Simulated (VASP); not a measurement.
**AgCl: single point with PBEsol**

The system is AgCl.

```
CELL_PARAMETERS angstrom
3.09798 0.00000 0.00000
0.00000 3.33116 0.00000
0.00000 0.00000 6.66232
ATOMIC_POSITIONS crystal
Ag 0.00000 0.00000 0.00000
Ag 0.00000 0.00000 0.50000
Cl 0.44047 0.50000 0.25000
Cl 0.55953 0.50000 0.75000
```

This cell differs from its parent crystal: mode 1 frozen in at -0.198 Å, normal strain along x -0.0700.

```yaml
Program: VASP 6.6.1
Task: single point
Functional: PBEsol
Potentials_or_basis: VASP PAW PBE potentials, release 64 (Ag, Cl)
Cutoff: 520 eV
k_mesh: 10 × 10 × 6
Occupations: gaussian, width 0.05 eV
Spin: no spin polarisation
Dipole_correction: no
Further_INCAR_settings: ALGO = Normal; EDIFF = 1e-07; NBANDS = 26
```

The pressure is 6.2 GPa, the largest force is 0.072 eV/Å and the band gap on the k mesh is 0.54 eV, indirect (least direct gap 0.63 eV).

Forces on the atoms (eV/Å):
```
Ag   0.000  0.000  0.000
Ag   0.000  0.000  0.000
Cl  -0.072  0.000  0.000
Cl   0.072  0.000  0.000
```

Stress tensor (GPa, compression positive):
```
9.67 0.00 0.00
0.00 4.75 0.00
0.00 0.00 4.22
```

Levels at points of the mesh, in eV from the valence-band top:
| k point | band 16 | band 17 | band 18 | band 19 | band 20 | band 21 |
| --- | --- | --- | --- | --- | --- | --- |
| (0.00, 0.00, 0.00) | -1.59 | -0.24 | -0.09 | 0.54 | 4.66 | 6.02 |
| (0.50, 0.00, 0.00) | -1.62 | -0.36 | -0.16 | 2.96 | 4.39 | 6.19 |
| (0.00, 0.50, 0.00) | -1.03 | -0.08 | 0.00 | 1.87 | 4.71 | 6.01 |
| (0.50, 0.50, 0.00) | -0.51 | -0.36 | -0.23 | 2.82 | 3.81 | 3.85 |
| (0.00, 0.00, 0.50) | -0.98 | -0.71 | -0.71 | 2.57 | 2.57 | 8.36 |
| (0.50, 0.00, 0.50) | -1.81 | -0.74 | -0.74 | 3.91 | 3.91 | 6.58 |
| (0.00, 0.50, 0.50) | -1.79 | -0.40 | -0.40 | 3.50 | 3.50 | 7.17 |
| (0.50, 0.50, 0.50) | -1.70 | -0.55 | -0.55 | 2.98 | 2.98 | 6.22 |

It took 2.7 min on 1 thread of Intel Xeon 6975P-C (shared host), peak memory 0.33 GiB.

Caveat: the cell differs from its parent crystal (mode 1 frozen in at -0.198 Å, normal strain along x -0.0700); the PAW data sets were made with another functional, which shifts forces and pressure a little. A k mesh can miss the band edges.
